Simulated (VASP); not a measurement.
# SnO2 (Cm) in VASP: a series of runs

SnO2 is run at these levels: LDA; tasks: single point.

Everything below comes from runs of VASP 6.6.1. Logs are shortened: lines on timing, memory, paths and dates and some standing lists are left out, and cuts for length are marked.

## (1) The cell of the first run

Symmetry: Cm, No. 8, monoclinic system. The conventional cell has a = 10.849 Å, b = 6.263 Å, c = 6.263 Å, α = 90.00°, β = 125.26°, γ = 90.00°. Sn (site symmetry m) has 2 O at 1.41 Å and 1 Sn at 1.89 Å within 1.9 Å. Within 2.5 Å of Sn (site symmetry m) lie 1 Sn at 1.89 Å and 6 O at 2.08 Å. Sn (site symmetry 1) has 6 O at 2.08 Å and 1 Sn at 2.73 Å within 2.8 Å. Within 2.8 Å of O (site symmetry 1) lie 2 Sn at 2.08 Å and 3 O at 2.74 Å. Within 2.8 Å of O (site symmetry m) lie 3 Sn at 2.08 Å and 3 O at 2.74 Å. O (site symmetry m) has 3 Sn at 2.08 to 2.53 Å and 3 O at 2.74 Å within 2.8 Å. Within 2.8 Å of O (site symmetry m) lie 3 Sn at 2.08 to 2.32 Å and 3 O at 2.74 Å. O (site symmetry m) has 4 Sn at 2.08 to 2.68 Å and 3 O at 2.74 Å within 2.8 Å.

## (2) Single point, LDA (atom 1 (Sn) moved by -0.880 Å along [1 0 0] and +0.880 Å along [0 0 1])

Contents of INCAR:

```
SYSTEM = SnO2
PREC = Accurate ; ENCUT = 520
EDIFF = 1E-6 ; ISMEAR = 0
SIGMA = 0.05 ; LREAL = .False.
LASPH = .True. ; NELM = 100
ALGO = Normal ; ISIF = 2
LWAVE = .False. ; LCHARG = .True.
GGA = CA ; LELF = .True.
LVHAR = .True. ; NBANDS = 64
```

Contents of KPOINTS:

```
regular mesh
0
Gamma
  6 6 6
  0 0 0
```

Contents of POSCAR:

```
SnO2
1.0
    0.0000000000      4.4289551266      4.4289551266
    4.4289551266      0.0000000000      4.4289551266
    4.4289551266      4.4289551266      0.0000000000
Sn O
4 8
Direct
    0.3236924624      0.1250000000      0.4263075376
    0.6250000000      0.1250000000      0.1250000000
    0.1250000000      0.6250000000      0.1250000000
    0.1250000000      0.1250000000      0.1250000000
    0.8907311159      0.8907311159      0.8907311159
    0.8907311159      0.3278066522      0.8907311159
    0.8907311159      0.8907311159      0.3278066522
    0.3278066522      0.8907311159      0.8907311159
    0.9221933478      0.3592688841      0.3592688841
    0.3592688841      0.3592688841      0.9221933478
    0.3592688841      0.9221933478      0.3592688841
    0.3592688841      0.3592688841      0.3592688841
```

Potentials or basis: VASP PAW LDA potentials, release 64 (Sn_d, O).

The run is started by

```
$ cat potpaw_LDA.64/Sn_d/POTCAR potpaw_LDA.64/O/POTCAR > POTCAR
$ mpirun -np 1 vasp_std > vasp.out
```

OUTCAR:

```text
SYSTEM = SnO2
   PREC = Accurate
   ENCUT = 520
   EDIFF = 1E-6
   ISMEAR = 0
   LREAL = .False.
   LASPH = .True.
   NELM = 100
   ISIF = 2
   GGA = CA

 ion  position               nearest neighbor table
   1  0.324  0.125  0.426-  11 1.41  12 1.41   2 1.89   9 2.32   8 2.53  10 2.68   4 2.73   3 2.73

   2  0.625  0.125  0.125-   1 1.89   6 2.08   7 2.08  10 2.08  11 2.08   5 2.08  12 2.08   4 3.13
                             3 3.13   3 3.13   4 3.13
   3  0.125  0.625  0.125-   7 2.08   8 2.08   9 2.08  10 2.08   5 2.08  12 2.08   1 2.73   4 3.13
                             2 3.13   4 3.13   2 3.13
   4  0.125  0.125  0.125-   6 2.08   8 2.08   9 2.08  11 2.08  10 2.08   7 2.08   1 2.73   2 3.13
                             3 3.13   3 3.13   2 3.13
   5  0.891  0.891  0.891-   2 2.08   3 2.08
   6  0.891  0.328  0.891-   2 2.08   4 2.08
   7  0.891  0.891  0.328-   2 2.08   3 2.08   4 2.08
   8  0.328  0.891  0.891-   3 2.08   4 2.08   1 2.53
   9  0.922  0.359  0.359-   3 2.08   4 2.08   1 2.32
  10  0.359  0.359  0.922-   2 2.08   3 2.08   4 2.08   1 2.68
  11  0.359  0.922  0.359-   1 1.41   2 2.08   4 2.08
  12  0.359  0.359  0.359-   1 1.41   2 2.08   3 2.08

 -----------------------------------------------------------------------------
|                                                                             |
|           W    W    AA    RRRRR   N    N  II  N    N   GGGG   !!!           |
|           W    W   A  A   R    R  NN   N  II  NN   N  G    G  !!!           |
|           W    W  A    A  R    R  N N  N  II  N N  N  G       !!!           |
|           W WW W  AAAAAA  RRRRR   N  N N  II  N  N N  G  GGG   !            |
|           WW  WW  A    A  R   R   N   NN  II  N   NN  G    G                |
|           W    W  A    A  R    R  N    N  II  N    N   GGGG   !!!           |
|                                                                             |
|     The distance between some ions is very small. Please check the          |
|     nearest-neighbor list in the OUTCAR file.                               |
|     I HOPE YOU KNOW WHAT YOU ARE DOING!                                     |
|                                                                             |
 -----------------------------------------------------------------------------

  LATTYP: Found a face centered cubic cell.
 ALAT       =     8.8579102532

  Lattice vectors:

 A1 = (   0.0000000000,   4.4289551266,   4.4289551266)
 A2 = (   4.4289551266,   0.0000000000,   4.4289551266)
 A3 = (   4.4289551266,   4.4289551266,   0.0000000000)

Analysis of symmetry for initial positions (statically):
=====================================================================
 Subroutine PRICEL returns:
 Original cell was already a primitive cell.

 Routine SETGRP: Setting up the symmetry group for a
 face centered cubic supercell.

 Subroutine GETGRP returns: Found  2 space group operations
 (whereof  2 operations were pure point group operations)
 out of a pool of 48 trial point group operations.

The static configuration has the point symmetry C_1h.

Analysis of symmetry for dynamics (positions and initial velocities):
=====================================================================
 Subroutine PRICEL returns:
 Original cell was already a primitive cell.

 Routine SETGRP: Setting up the symmetry group for a
 face centered cubic supercell.

 Subroutine GETGRP returns: Found  2 space group operations
 (whereof  2 operations were pure point group operations)
 out of a pool of 48 trial point group operations.

The dynamic configuration has the point symmetry C_1h.

 Subroutine INISYM returns: Found  2 space group operations
 (whereof  2 operations are pure point group operations),
 and found     1 'primitive' translations

----------------------------------------------------------------------------------------

                                     Primitive cell

  volume of cell :     173.7536

  direct lattice vectors                    reciprocal lattice vectors
     0.000000000  4.428955127  4.428955127    -0.112893445  0.112893445  0.112893445
     4.428955127  0.000000000  4.428955127     0.112893445 -0.112893445  0.112893445
     4.428955127  4.428955127  0.000000000     0.112893445  0.112893445 -0.112893445

  length of vectors
     6.263488407  6.263488407  6.263488407     0.195537182  0.195537182  0.195537182

  position of ions in fractional coordinates (direct lattice)
     0.323692462  0.125000000  0.426307538
     0.625000000  0.125000000  0.125000000
     0.125000000  0.625000000  0.125000000
     0.125000000  0.125000000  0.125000000
     0.890731116  0.890731116  0.890731116
     0.890731116  0.327806652  0.890731116
     0.890731116  0.890731116  0.327806652
     0.327806652  0.890731116  0.890731116
     0.922193348  0.359268884  0.359268884
     0.359268884  0.359268884  0.922193348
     0.359268884  0.922193348  0.359268884
     0.359268884  0.359268884  0.359268884

  ion indices of the primitive-cell ions
   primitive index   ion index
                 1           1
                 2           2
                 3           3
                 4           4
                 5           5
                 6           6
                 7           7
                 8           8
                 9           9
                10          10
                11          11
                12          12

----------------------------------------------------------------------------------------

 KPOINTS: regular mesh

Automatic generation of k-mesh.
 Grid dimensions read from file:
 generate k-points for:    6    6    6

 Generating k-lattice:

  Cartesian coordinates                     Fractional coordinates (reciprocal lattice)
    -0.018815574  0.018815574  0.018815574     0.166666667  0.000000000  0.000000000
     0.018815574 -0.018815574  0.018815574     0.000000000  0.166666667  0.000000000
     0.018815574  0.018815574 -0.018815574     0.000000000  0.000000000  0.166666667

  Length of vectors
     0.032589530  0.032589530  0.032589530

  Shift w.r.t. Gamma in fractional coordinates (k-lattice)
     0.000000000  0.000000000  0.000000000

 Subroutine IBZKPT returns following result:
 ===========================================

 Found     68 irreducible k-points:

 Following reciprocal coordinates:
            Coordinates               Weight
  0.000000  0.000000  0.000000      1.000000
  0.166667  0.000000  0.000000      2.000000
  0.000000  0.166667  0.000000      4.000000
  0.000000  0.000000  0.166667      2.000000
  0.333333  0.000000  0.000000      2.000000
  0.000000  0.333333  0.000000      4.000000
[... 16 lines left out ...]
  0.166667  0.166667 -0.333333      4.000000
  0.500000  0.333333  0.500000      4.000000
 [... further k-points ...]
   k-points           NKPTS =     68   k-points in BZ     NKDIM =     68   number of bands    NBANDS=     64
   number of dos      NEDOS =    301   number of ions     NIONS =     12
   total plane-waves  NPLWV = 110592
   dimension x,y,z NGX =    48 NGY =   48 NGZ =   48
   dimension x,y,z NGXF=    96 NGYF=   96 NGZF=   96
   ions per type =               4   8
   NGX,Y,Z   is equivalent  to a cutoff of  12.74, 12.74, 12.74 a.u.
   NGXF,Y,Z  is equivalent  to a cutoff of  25.48, 25.48, 25.48 a.u.
 SYSTEM =  SnO2
   PREC   = accura    normal or accurate (medium, high low for compatibility)
   ISTART =      0    job   : 0-new  1-cont  2-samecut
   ICHARG =      2    charge: 1-file 2-atom 10-const
   ISPIN  =      1    spin polarized calculation?
   LNONCOLLINEAR =      F non collinear calculations
   LSORBIT =      F    spin-orbit coupling
   LASPH  =      T    aspherical Exc in radial PAW
   ENCUT  =  520.0 eV  38.22 Ry    6.18 a.u.  11.65 11.65 11.65*2*pi/ulx,y,z
   NELM   =    100;   NELMIN=  2; NELMDL= -5     # of ELM steps
   EDIFF  = 0.1E-05   stopping-criterion for ELM
   LREAL  =      F    real-space projection
   EDIFFG = 0.1E-04   stopping-criterion for IOM
   NSW    =      0    number of steps for IOM
   IBRION =     -1    ionic relax: 0-MD 1-quasi-New 2-CG
   NFREE  =      0    steps in history (QN), initial steepest desc. (CG)
   ISIF   =      2    stress and relaxation
   ISYM   =      2    0-nonsym 1-usesym 2-fastsym
   POTIM  = 0.5000    time-step for ionic-motion
   TEBEG  =    0.0;   TEEND  =   0.0 temperature during run
   PSTRESS=    0.0 pullay stress
   NELECT =     104.0000    total number of electrons
   NUPDOWN=      -1.0000    fix difference up-down
   EMIN   =  10.00;   EMAX   =-10.00  energy-range for DOS
   EFERMI =   0.00;   METHOD = LEGACY
   ISMEAR =     0;   SIGMA  =   0.05  broadening in eV -4-tet -1-fermi 0-gaus
   EFERMI_NEDOS =   21; number of points for ismear=-14 and -15
   IALGO  =     38    algorithm
   IMIX   =      4    mixing-type and parameters
     AMIX     =   0.40;   BMIX     =  1.00
     AMIX_MAG =   1.60;   BMIX_MAG =  1.00
  volume/ion in A,a.u.               =      14.48        97.71
  Fermi-wavevector in a.u.,A,eV,Ry     =   1.379668  2.607195 25.898478  1.903484
  Thomas-Fermi vector in A             =   2.504616
   LORBIT       =      0    0 simple, 1 ext, 2 COOP (PROOUT), +10 PAW based schemes
   GGA     = CA    functional components
   LHFCALC =     F    Hartree Fock is set to
   AEXX    =    0.0000 exact exchange contribution
   IVDW    =     0    specifies the selected vdW correction
   LEPSILON=     F    determine dielectric tensor
   LRPA    =     F    only Hartree local field effects (RPA)
 non-spin polarized calculation
 Gauss-broadening in eV      SIGMA  =   0.05
  energy-cutoff  :      520.00
  volume of cell :      173.75
 maximum number of plane-waves:      4720
 NGX is ok and might be reduce to    48
   NGX = 23   NGY = 23   NGZ = 23

 number of electron     104.0000013 magnetization

 Free energy of the ion-electron system (eV)
  ---------------------------------------------------
  ext. energy  EPLUGINS =         0.00000000
  ---------------------------------------------------
  free energy    TOTEN  =       -49.81421349 eV

  energy without entropy =      -49.81298500  energy(sigma->0) =      -49.81359924

 E-fermi :   4.7214     XC(G=0): -10.3409

 val. band max:        4.6832718968   @ k =   0.0000   0.0000   0.0000
 cond. band min:       4.7428689688   @ k =   0.0000   0.0000   0.1667
 fundamental gap:      0.0595970721
 Fermi energy:         4.7214079687

 k-point     1 :       0.0000    0.0000    0.0000
  band No.  band energies     occupation
      1     -26.0207      2.00000
      2     -23.6462      2.00000
      3     -22.5823      2.00000
      4     -21.2519      2.00000
      5     -20.7607      2.00000
      6     -18.7423      2.00000
[... 56 lines left out ...]
     63      13.3010      0.00000
     64      13.7392      0.00000

 k-point     2 :       0.1667    0.0000    0.0000
  band No.  band energies     occupation
      1     -26.0208      2.00000
      2     -23.6453      2.00000
      3     -22.5812      2.00000
      4     -21.2503      2.00000
      5     -20.7614      2.00000
      6     -18.7194      2.00000
[... 56 lines left out ...]
     63      13.1561      0.00000
     64      13.4327      0.00000

 k-point     3 :       0.0000    0.1667    0.0000
  band No.  band energies     occupation
      1     -26.0207      2.00000
      2     -23.6460      2.00000
      3     -22.5822      2.00000
      4     -21.2512      2.00000
      5     -20.7612      2.00000
      6     -18.7284      2.00000
[... 1396 lines left out ...]
     63      13.1012      0.00000
     64      13.3655      0.00000

 k-point    24 :       0.5000    0.3333    0.5000
  band No.  band energies     occupation
      1     -26.0202      2.00000
      2     -23.6444      2.00000
      3     -22.5819      2.00000
      4     -21.2483      2.00000
      5     -20.7628      2.00000
      6     -18.6745      2.00000
[... 56 lines left out ...]
     63      12.1895      0.00000
     64      12.7628      0.00000

 [... further k-points ...]

------------------------ aborting loop because EDIFF is reached ----------------------------------------

  FORCE on cell =-STRESS in cart. coord.  units (eV):
  Direction    XX          YY          ZZ          XY          YZ          ZX
  --------------------------------------------------------------------------------------
  -------------------------------------------------------------------------------------
  Total       86.8449591      5.0453107     86.8449591     -0.0157981      0.0157981     27.2512405
  in kB      800.7950153     46.5226730    800.7950153     -0.1456742      0.1456741    251.2829503
  external PRESSURE =     549.3709012 kB  Pullay stress =       0.0000000 kB

 VOLUME and BASIS-vectors are now :
 -----------------------------------------------------------------------------
  energy-cutoff  :      520.00
  volume of cell :      173.75
      direct lattice vectors                 reciprocal lattice vectors
     0.000000000  4.428955127  4.428955127    -0.112893445  0.112893445  0.112893445
     4.428955127  0.000000000  4.428955127     0.112893445 -0.112893445  0.112893445
     4.428955127  4.428955127  0.000000000     0.112893445  0.112893445 -0.112893445

 POSITION                                       TOTAL-FORCE (eV/Angst)
 -----------------------------------------------------------------------------------
      2.44172      3.32172      1.98724        38.116291     12.183912    -38.116291
      1.10724      3.32172      3.32172       -28.758857      0.356347     28.758857
      3.32172      1.10724      3.32172         1.548198     -6.046677      1.828872
      1.10724      1.10724      1.10724        -1.828872     -6.046677     -1.548198
      7.89002      7.89002      7.89002         1.001902      0.726042     -1.132782
      5.39685      7.89002      5.39685         1.132782      0.726042     -1.001902
      5.39685      5.39685      7.89002         0.940923      0.580606     -0.940923
      7.89002      5.39685      5.39685        -0.225159      0.469144      0.225159
      3.18237      5.67554      5.67554        -1.230065      1.652015      1.230065
      5.67554      5.67554      3.18237         0.201766      1.351111     -0.201766
      5.67554      3.18237      5.67554       -33.504089     -2.975932    -22.605180
      3.18237      3.18237      3.18237        22.605180     -2.975932     33.504089
 -----------------------------------------------------------------------------------
    total drift:                                0.000788     -0.000047     -0.000783

  FREE ENERGIE OF THE ION-ELECTRON SYSTEM (eV)
  ---------------------------------------------------
  free  energy   TOTEN  =       -49.8142134864 eV

  energy  without entropy=      -49.8129849953  energy(sigma->0) =      -49.81359924
```

It took 11 min on 1 thread of Intel Xeon Platinum 8488C (Sapphire Rapids), shared host; peak memory 0.62 GiB.

What came out:

```yaml
Free_energy: -49.8142 eV
Pressure: 54.9 GPa
Largest_force: 55.264 eV/Å
Band_gap_on_the_k_mesh: zero (filled and empty bands touch)
```

Forces in eV/Å, atoms in the order of the input:
```
Sn   38.116  12.184 -38.116
Sn  -28.759   0.356  28.759
Sn    1.548  -6.047   1.829
Sn   -1.829  -6.047  -1.548
O     1.002   0.726  -1.133
O     1.133   0.726  -1.002
O     0.941   0.581  -0.941
O    -0.225   0.469   0.225
O    -1.230   1.652   1.230
O     0.202   1.351  -0.202
O   -33.504  -2.976 -22.605
O    22.605  -2.976  33.504
```

Stress tensor (GPa, compression positive):
```
80.08 -0.01 25.13
-0.01  4.65  0.01
25.13  0.01 80.08
```

Levels at points of the mesh, in eV from the Fermi level:
| k point | band 50 | band 51 | band 52 | band 53 | band 54 | band 55 |
| --- | --- | --- | --- | --- | --- | --- |
| (0.00, 0.00, 0.00) | -1.21 | -0.56 | -0.27 | -0.04 | 2.17 | 2.91 |
| (0.50, 0.00, 0.00) | -1.19 | -1.07 | -0.07 | 1.39 | 1.78 | 3.70 |
| (0.00, 0.50, 0.00) | -1.39 | -0.75 | -0.35 | 0.89 | 2.79 | 3.22 |
| (0.00, 0.00, 0.50) | -1.68 | -0.60 | -0.06 | 0.65 | 2.85 | 3.31 |
| (0.50, 0.50, 0.00) | -1.36 | -0.76 | -0.34 | 1.14 | 2.82 | 3.56 |
| (0.50, 0.00, 0.50) | -1.55 | -1.13 | -0.09 | 1.43 | 2.55 | 3.88 |

Caveat: the cell differs from its parent crystal (atom 1 (Sn) moved by -0.880 Å along [1 0 0] and +0.880 Å along [0 0 1]); atoms lie so close that the PAW spheres overlap strongly, which falsifies energies and pressures; the stress differs along the axes, from 5 to 80 GPa; semilocal functionals underestimate gaps, and a narrow one can read as zero; spin-orbit coupling is left out, which moves the levels of the heavy elements; forces of over 1 eV/Å act on the atoms, so gaps and moduli don't describe the material at rest.

## (3) Single point, LDA (atom 1 (Sn) moved by -0.176 Å along [1 0 0] and +0.176 Å along [0 0 1])

Contents of INCAR:

```
SYSTEM = SnO2
PREC = Accurate
ENCUT = 520
EDIFF = 1E-6
ISMEAR = 0
SIGMA = 0.05
LREAL = .False.
LASPH = .True.
NELM = 60
ALGO = Normal
ISIF = 2
LWAVE = .False.
LCHARG = .False.
NBANDS = 64
```

Contents of KPOINTS:

```
Automatic mesh
0
Gamma
  6 6 6
  0 0 0
```

POSCAR, as its differences from that of step 2:

```diff
@@ -8,3 +8,3 @@
 Direct
-    0.3236924624      0.1250000000      0.4263075376
+    0.1647384925      0.1250000000      0.5852615075
     0.6250000000      0.1250000000      0.1250000000
```

Potentials or basis: VASP PAW LDA potentials, release 64 (Sn_d, O).

The run is started by

```
$ cat potpaw_LDA.64/Sn_d/POTCAR potpaw_LDA.64/O/POTCAR > POTCAR
$ mpirun -np 1 vasp_std > vasp.out
```

Run time: 21 min. Hardware: 1 thread of Oxide Virtual Turin-like, shared host; peak memory 0.58 GiB.

The run converged. Its results:

* Free energy: -80.4023 eV
* Pressure: 3.4 GPa
* Largest force: 8.289 eV/Å
* Band gap on the k mesh: 1.53 eV

Forces on the atoms (eV/Å):
```
Sn   5.699  1.936 -5.699
Sn  -2.291 -0.005  2.291
Sn   0.176 -1.643  0.553
Sn  -0.553 -1.643 -0.176
O   -0.122  0.160  0.436
O   -0.436  0.160  0.122
O    0.180  0.315 -0.180
O   -0.231  0.063  0.231
O   -0.112  0.171  0.112
O    0.043  0.214 -0.043
O   -2.395  0.136 -0.043
O    0.043  0.136  2.395
```

Stress tensor (GPa, compression positive):
```
 4.60  0.15  0.17
 0.15  1.06 -0.15
 0.17 -0.15  4.60
```

Levels at points of the mesh, in eV from the valence-band top:
```
           k point  band 50  band 51  band 52  band 53  band 54  band 55
(0.00, 0.00, 0.00)    -0.44    -0.23     0.00     1.53     5.09     5.10
(0.50, 0.00, 0.00)    -0.74    -0.42    -0.08     3.28     4.90     5.49
(0.00, 0.50, 0.00)    -0.60    -0.51    -0.23     3.24     4.95     5.50
(0.00, 0.00, 0.50)    -0.77    -0.35    -0.06     3.32     4.84     5.52
(0.50, 0.50, 0.00)    -0.89    -0.30    -0.23     4.25     4.30     5.68
(0.50, 0.00, 0.50)    -0.91    -0.47    -0.06     4.20     4.33     5.71
```

Caveat: the cell differs from its parent crystal (atom 1 (Sn) moved by -0.176 Å along [1 0 0] and +0.176 Å along [0 0 1]); the cell stands under pressure; spin-orbit coupling is left out, which moves the levels of the heavy elements; forces of over 1 eV/Å act on the atoms, so gaps and moduli don't describe the material at rest.

The gap in the log of VASP goes by the Fermi energy; the results here count the filled bands.